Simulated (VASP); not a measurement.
Mg2NCl: single point with PBE

Crystal: Mg2NCl.

```xyz
4
Lattice="1.6495 0.9524 5.9627 -1.6495 0.9524 5.9627 0.0000 -1.9047 5.9627" Properties=species:S:1:pos:R:3 pbc="T T T"
Cl    0.0000    0.0000    0.0000
Mg    0.0000    0.0000   13.9023
Mg    0.0000    0.0000    3.9857
N     0.0000    0.0000    8.9440
```

| Quantity | Value |
| --- | --- |
| Program | VASP 6.6.1 |
| Task | single point |
| Functional | PBE |
| Potentials or basis | VASP PAW PBE potentials, release 64 (Cl, Mg, N) |
| Cutoff | 520 eV |
| k mesh | 9 × 9 × 9 |
| Occupations | fermi-dirac, width 0.05 eV |
| Spin | no spin polarisation |
| Dipole correction | no |
| Further INCAR settings | ALGO = Normal; EDIFF = 1e-07; NBANDS = 16 |

The pressure is 1.4 GPa and the largest force is 0.028 eV/Å. The band gap on the k mesh is 2.34 eV.

Forces in eV/Å, atoms in the order of the input:
```
Cl   0.000  0.000  0.000
Mg   0.000  0.000 -0.028
Mg   0.000  0.000  0.028
N    0.000  0.000  0.000
```

Stress tensor (GPa, compression positive):
```
1.49 0.00 0.00
0.00 1.49 0.00
0.00 0.00 1.20
```

Levels at points of the mesh, in eV from the valence-band top:
```
           k point  band 5  band 6  band 7  band 8  band 9  band 10  band 11  band 12
(0.00, 0.00, 0.00)   -2.39   -1.02    0.00    0.00    2.34     5.42     8.52     8.94
```

It took 6.5 min on 1 thread of Intel Xeon 8259CL, on a shared host, peak memory 0.36 GiB.

A k mesh can miss the band edges.
